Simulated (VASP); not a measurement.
# H22CO11 in VASP: notebook, part 2 of 2

VASP 6.6.1. Earlier steps stand in the parts before.

### 4 Single point, PBE

INCAR

```
  PREC = Accurate
  ENCUT = 520
  EDIFF = 1E-6
  ISMEAR = -1
  SIGMA = 0.05
  LREAL = Auto
  LASPH = True
  NELM = 100
  ALGO = Normal
  ISIF = 2
  LWAVE = False
  LCHARG = False
  GGA = PE
  NBANDS = 69
```

KPOINTS

```
Automatic mesh
0
Gamma
  1 1 1
```

POSCAR

```
H22CO11
1.0
    7.1203670000      0.0000000000      0.0000000000
    0.0000000000      7.1203670000      0.0000000000
    0.0000000000      0.0000000000      7.1203670000
O H C
11 22 1
Direct
    0.6406692239      0.4189952568      0.1139267119
    0.2946898664      0.6128476243      0.0154065092
    0.6957225660      0.0542949542      1.0218714850
    0.4974743577      0.3684781978      0.4921937310
    0.0982112298      0.0917508887      0.2127699317
    0.5491009101      0.7958297655      0.2846201607
    0.9551333520      0.4244865468      0.8247889470
    0.3430160271      1.1479183587      0.9173263120
    0.6828721048      0.8756009346      0.6371862574
    0.9751182769      0.1602726376      0.5455336783
    0.2896479915      0.7603259776      0.5896606172
    0.6334645391      0.4328569019      0.2516724208
    0.6270744191      0.2897884337      0.0887735141
    0.2986222480      0.6958770524     -0.0929446474
    0.4238405127      0.5487357604      0.0338606142
    0.7474755164     -0.0064884296      0.9074813138
    0.5656028685      0.0723698652      0.9736998107
    0.5791134081      0.3107283655      0.5899976785
    0.4612683588      0.4922358637      0.5515305602
   -0.0247740039      0.0627917072      0.1589243925
    0.0774960055      0.1442622269      0.3407970404
    0.4106389460      0.7852825564      0.2489759306
    0.6125246072      0.8411645074      0.1646403900
    0.8400269256      0.4213406416      0.9019900238
    1.0428956822      0.4536283031      0.9181970536
    0.2482315869      1.1363599657      1.0171947598
    0.2690310766      1.0807448549      0.8242412224
    0.5523872576      0.8774126390      0.6609209890
    0.6729568855      0.8317548801      0.5151700748
    1.0188800662      0.2440744978      0.6549381514
    0.8949819581      0.0633534760      0.6022723267
    0.1451751012      0.7009751042      0.3477489292
    0.0191563160      0.7119155515      0.5781303127
    0.1474221764      0.7315774594      0.4999882731
```

Potentials or basis: VASP PAW PBE potentials, release 64 (O, H, C).

Run with:

```console
cat potpaw_PBE.64/O/POTCAR potpaw_PBE.64/H/POTCAR potpaw_PBE.64/C/POTCAR > POTCAR
mpirun -np 1 vasp_gam > vasp.out
```

OUTCAR:

```text
PREC = Accurate
   ENCUT = 520
   EDIFF = 1E-6
   ISMEAR = -1
   LREAL = Auto
   LASPH = True
   NELM = 100
   ISIF = 2
   GGA = PE

 ion  position               nearest neighbor table
   1  0.641  0.419  0.114-  13 0.94  12 0.99
   2  0.295  0.613  0.015-  14 0.97  15 1.04
   3  0.696  0.054  0.022-  16 0.99  17 1.00
   4  0.497  0.368  0.492-  18 1.00  19 1.01
   5  0.098  0.092  0.213-  20 0.98  21 1.00
   6  0.549  0.796  0.285-  23 1.02  22 1.02
   7  0.955  0.424  0.825-  25 0.94  24 0.99
   8  0.343  0.148  0.917-  27 0.97  26 0.98
   9  0.683  0.876  0.637-  29 0.93  28 0.94
  10  0.975  0.160  0.546-  31 0.98  30 1.03
  11  0.290  0.760  0.590-  34 1.21
  12  0.633  0.433  0.252-   1 0.99
  13  0.627  0.290  0.089-   1 0.94
  14  0.299  0.696  0.907-   2 0.97
  15  0.424  0.549  0.034-   2 1.04
  16  0.747  0.994  0.907-   3 0.99
[... 15 lines left out ...]
  32  0.145  0.701  0.348-  34 1.11
  33  0.019  0.712  0.578-  34 1.08
  34  0.147  0.732  0.500-  33 1.08  32 1.11  11 1.21

  LATTYP: Found a simple cubic cell.
 ALAT       =     7.1203670000

  Lattice vectors:

 A1 = (   7.1203670000,   0.0000000000,   0.0000000000)
 A2 = (   0.0000000000,   7.1203670000,   0.0000000000)
 A3 = (   0.0000000000,   0.0000000000,   7.1203670000)

Analysis of symmetry for initial positions (statically):
=====================================================================
 Subroutine PRICEL returns:
 Original cell was already a primitive cell.

 Routine SETGRP: Setting up the symmetry group for a
 simple cubic supercell.

 Subroutine GETGRP returns: Found  1 space group operations
 (whereof  1 operations were pure point group operations)
[... 172 lines left out ...]
   EFERMI_NEDOS =   21; number of points for ismear=-14 and -15
   IALGO  =     38    algorithm
   IMIX   =      4    mixing-type and parameters
     AMIX     =   0.40;   BMIX     =  1.00
     AMIX_MAG =   1.60;   BMIX_MAG =  1.00
  volume/ion in A,a.u.               =      10.62        71.65
  Fermi-wavevector in a.u.,A,eV,Ry     =   1.037931  1.961405 14.657561  1.077300
  Thomas-Fermi vector in A             =   2.172391
   LORBIT       =      0    0 simple, 1 ext, 2 COOP (PROOUT), +10 PAW based schemes
   GGA     = PE    functional components
   LHFCALC =     F    Hartree Fock is set to
   AEXX    =    0.0000 exact exchange contribution
   IVDW    =     0    specifies the selected vdW correction
   LEPSILON=     F    determine dielectric tensor
   LRPA    =     F    only Hartree local field effects (RPA)
 non-spin polarized calculation
  energy-cutoff  :      520.00
  volume of cell :      361.00
 maximum number of plane-waves:      4886
 NGX is ok and might be reduce to    54
   NGX = 27   NGY = 27   NGZ = 27

 number of electron      91.9999991 magnetization

 Free energy of the ion-electron system (eV)
  ---------------------------------------------------
  ext. energy  EPLUGINS =         0.00000000
  ---------------------------------------------------
  free energy    TOTEN  =      -167.33143252 eV

  energy without entropy =     -167.33143252  energy(sigma->0) =     -167.33143252

 E-fermi :  -2.1862     XC(G=0):  -6.7098

 val. band max:       -3.3972694321   @ k =   0.0000   0.0000   0.0000
 cond. band min:       0.1184204215   @ k =   0.0000   0.0000   0.0000
 fundamental gap:      3.5156898537
 Fermi energy:        -2.1861755392

 k-point     1 :       0.0000    0.0000    0.0000
  band No.  band energies     occupation
      1     -24.1263      2.00000
      2     -22.9744      2.00000
      3     -22.7863      2.00000
      4     -22.4178      2.00000
      5     -22.3679      2.00000
      6     -22.0067      2.00000
[... 50 lines left out ...]
     57       5.8069      0.00000
     58       5.8909      0.00000
 [bands above 58 left out]

------------------------ aborting loop because EDIFF is reached ----------------------------------------

  FORCE on cell =-STRESS in cart. coord.  units (eV):
  Direction    XX          YY          ZZ          XY          YZ          ZX
  --------------------------------------------------------------------------------------
  -------------------------------------------------------------------------------------
  Total        0.3860115      0.9089941      2.5577796      1.2704788      1.8271918     -1.3562171
  in kB        1.7131827      4.0342656     11.3518481      5.6385944      8.1093789     -6.0191153
  external PRESSURE =       5.6997655 kB  Pullay stress =       0.0000000 kB

 VOLUME and BASIS-vectors are now :
 -----------------------------------------------------------------------------
  energy-cutoff  :      520.00
  volume of cell :      361.00
      direct lattice vectors                 reciprocal lattice vectors
     7.120367000  0.000000000  0.000000000     0.140442199  0.000000000  0.000000000
     0.000000000  7.120367000  0.000000000     0.000000000  0.140442199  0.000000000
     0.000000000  0.000000000  7.120367000     0.000000000  0.000000000  0.140442199

 POSITION                                       TOTAL-FORCE (eV/Angst)
 -----------------------------------------------------------------------------------
      4.56180      2.98340      0.81120         0.042599      2.244563      0.247081
      2.09830      4.36370      0.10970         0.931373     -0.674934      0.590080
      4.95380      0.38660      0.15573         0.317803     -1.051068     -1.243560
      3.54220      2.62370      3.50460         0.278715      1.006356      1.386852
      0.69930      0.65330      1.51500         0.309652     -0.271995     -0.798997
      3.90980      5.66660      2.02660        -0.807380      0.202613     -1.537063
[... 26 lines left out ...]
      0.13640      5.06910      4.11650        -1.166622      0.098849      0.231517
      1.04970      5.20910      3.56010        -0.240462     -0.760775     -0.123353
 -----------------------------------------------------------------------------------
    total drift:                                0.020320      0.012456      0.000136

  FREE ENERGIE OF THE ION-ELECTRON SYSTEM (eV)
  ---------------------------------------------------
  free  energy   TOTEN  =      -167.3314325197 eV

  energy  without entropy=     -167.3314325197  energy(sigma->0) =     -167.33143252
```

OSZICAR:

```text
N       E                     dE             d eps       ncg     rms          rms(c)
DAV:   1     0.701409792882E+03    0.70141E+03   -0.50695E+04   146   0.123E+03
DAV:   2    -0.115203520377E+03   -0.81661E+03   -0.79518E+03   183   0.302E+02
DAV:   3    -0.183316868124E+03   -0.68113E+02   -0.67702E+02   164   0.918E+01
DAV:   4    -0.184343403946E+03   -0.10265E+01   -0.10238E+01   164   0.125E+01
DAV:   5    -0.184359913663E+03   -0.16510E-01   -0.16498E-01   180   0.152E+00    0.253E+01
DAV:   6    -0.168081783206E+03    0.16278E+02   -0.51753E+01   164   0.268E+01    0.101E+01
DAV:   7    -0.167587298201E+03    0.49449E+00   -0.18501E+00   164   0.523E+00    0.622E+00
DAV:   8    -0.167327612202E+03    0.25969E+00   -0.61422E-01   164   0.343E+00    0.801E-01
DAV:   9    -0.167324344111E+03    0.32681E-02   -0.45779E-02   172   0.991E-01    0.396E-01
DAV:  10    -0.167330201945E+03   -0.58578E-02   -0.19505E-02   148   0.592E-01    0.215E-01
DAV:  11    -0.167331147028E+03   -0.94508E-03   -0.28460E-03   164   0.262E-01    0.928E-02
DAV:  12    -0.167331481345E+03   -0.33432E-03   -0.95190E-04   148   0.152E-01    0.377E-02
DAV:  13    -0.167331445955E+03    0.35390E-04   -0.12166E-04   164   0.579E-02    0.147E-02
DAV:  14    -0.167331436204E+03    0.97504E-05   -0.30401E-05   148   0.270E-02    0.951E-03
DAV:  15    -0.167331432970E+03    0.32344E-05   -0.49432E-06   156   0.142E-02    0.362E-03
DAV:  16    -0.167331432520E+03    0.45013E-06   -0.24675E-06   132   0.782E-03
   1 F= -.16733143E+03 E0= -.16733143E+03  d E =-.778935E-10
```

stdout:

```text
POSCAR found type information on POSCAR O H C
 POSCAR found :  3 types and      34 ions
 scaLAPACK will be used
 LDA part: xc-table for (Slater+PW92), standard interpolation
 POSCAR, INCAR and KPOINTS ok, starting setup
 FFT: planning ... GRIDC
 FFT: planning ... GRID_SOFT
 FFT: planning ... GRID
 WAVECAR not read
 entering main loop
```

Wall time 28 s (1 thread of Intel Xeon 6975P-C (Granite Rapids), shared host); peak memory 0.36 GiB.

What came out:

* Free energy: -167.3314 eV
* Pressure: 0.6 GPa
* Largest force: 3.616 eV/Å
* Band gap on the k mesh: 3.52 eV

Forces in eV/Å, atoms in the order of the input:
```
O    0.043  2.245  0.247
O    0.931 -0.675  0.590
O    0.318 -1.051 -1.244
O    0.279  1.006  1.387
O    0.310 -0.272 -0.799
O   -0.807  0.203 -1.537
O   -1.757 -0.446 -0.974
O   -0.414 -0.448 -0.529
O    1.656  0.944  2.688
O    0.679  0.764  1.681
O    1.017  0.360  0.581
H   -0.165 -0.075 -0.215
H    0.055 -1.647 -0.110
H    0.288 -0.138 -0.204
H   -1.302  0.643 -0.337
H    0.147  0.248  0.487
H   -0.599  0.137  0.319
H   -0.536  0.309 -0.773
H    0.359 -1.246 -0.710
H   -0.005  0.280  0.409
H   -0.353 -0.253 -0.152
H    1.901  0.096  0.250
H   -0.739 -0.197  1.390
H   -0.057 -0.043 -0.236
H    2.167  0.640  1.461
H    0.065  0.375  1.416
H    0.468 -0.024 -0.834
H   -1.759  0.221  0.742
H    0.157 -1.028 -3.463
H   -0.993 -0.653 -1.110
H   -0.122  0.162 -0.223
H    0.177  0.225 -0.306
H   -1.167  0.099  0.232
C   -0.240 -0.761 -0.123
```

Caveat: the k points lie up to 0.88 Å⁻¹ apart.

### 5 The runs side by side

```csv
cell,gap on the mesh (eV),pressure (GPa),largest force (eV/Å)
"as given, atomic positions A",3.66,0.1,3.00
"as given, atomic positions B",3.76,1.2,4.32
"as given, atomic positions C",3.52,0.6,3.62
```

Alike in all rows: task single point; level PBE; potentials or basis VASP PAW PBE potentials, release 64 (O, H, C); no spin polarisation; k mesh 1 × 1 × 1; cutoff (eV) 520; smearing fermi-dirac 0.05 eV.

Caveats: all runs use coarse meshes.

Total energies depend on the potentials used, so only differences within one code and one set of settings carry meaning.
